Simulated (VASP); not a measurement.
## NiO: electric field gradients with PBE

The system is NiO.

```xyz
2
Lattice="0.0000 2.0913 2.0704 2.0913 0.0000 2.0704 2.0913 2.0913 0.0000" Properties=species:S:1:pos:R:3 pbc="T T T"
Ni    0.0000    0.0000    0.0000
O     2.0913    2.0913    2.0704
```

This cell differs from its parent crystal: zz strain of -1 %.

* Program: VASP 6.6.1
* Task: electric field gradients
* Functional: PBE
* Potentials or basis: VASP PAW PBE potentials, release 64 (Ni, O)
* Cutoff: 520 eV
* k mesh: 17 × 17 × 17
* Occupations: fermi-dirac, width 0.03 eV
* Spin: collinear spin, ferromagnetic start
* Starting moments: [1.5, 0.0] μB
* Dipole correction: no
* Further INCAR settings: ALGO = Normal; EDIFF = 1e-08; NBANDS = 19

* Pressure: 5.7 GPa
* Net moment: 1.68 μB per cell
* Site moments: Ni +1.39; O +0.25 μB
* Valence electrons inside the program's atomic spheres: Ni 9.00; O 4.98

Stress tensor (GPa, compression positive):
```
5.36 0.00 0.00
0.00 5.36 0.00
0.00 0.00 6.47
```

Levels at points of the mesh, in eV from the Fermi level:
Spin up:
| k point | band 7 | band 8 | band 9 | band 10 | band 11 | band 12 |
| --- | --- | --- | --- | --- | --- | --- |
| (0.00, 0.00, 0.00) | -2.68 | -2.68 | -2.63 | 1.54 | 17.84 | 18.94 |
Spin down:
```
           k point  band 3  band 4  band 5  band 6  band 7  band 8  band 9  band 10  band 11  band 12
(0.00, 0.00, 0.00)   -2.56   -2.56   -1.90   -1.89   -1.85   -0.67   -0.67     1.88    17.79    19.15
```

Electric field gradients, principal values (V/Å²):
| atom | least | middle | greatest (by size) |
| --- | --- | --- | --- |
| 1 Ni | 0.482 | 0.485 | -0.967 |
| 2 O | -1.043 | -1.046 | 2.089 |

Wall time 2.6 min on 1 thread of AMD EPYC 9R45 96-Core Processor (Zen 5), with other jobs on the host, peak memory 0.3 GiB.

Caveat: the cell differs from its parent crystal (zz strain of -1 %); without QUAD_EFG the Cq values of the log hold for a quadrupole moment of 1 mb, not for the nuclei; a cell with one magnetic atom can't hold antiferromagnetic order, which such compounds often take; semilocal functionals often make such compounds metallic where correlation or magnetic order opens a gap, which also shifts bond lengths.
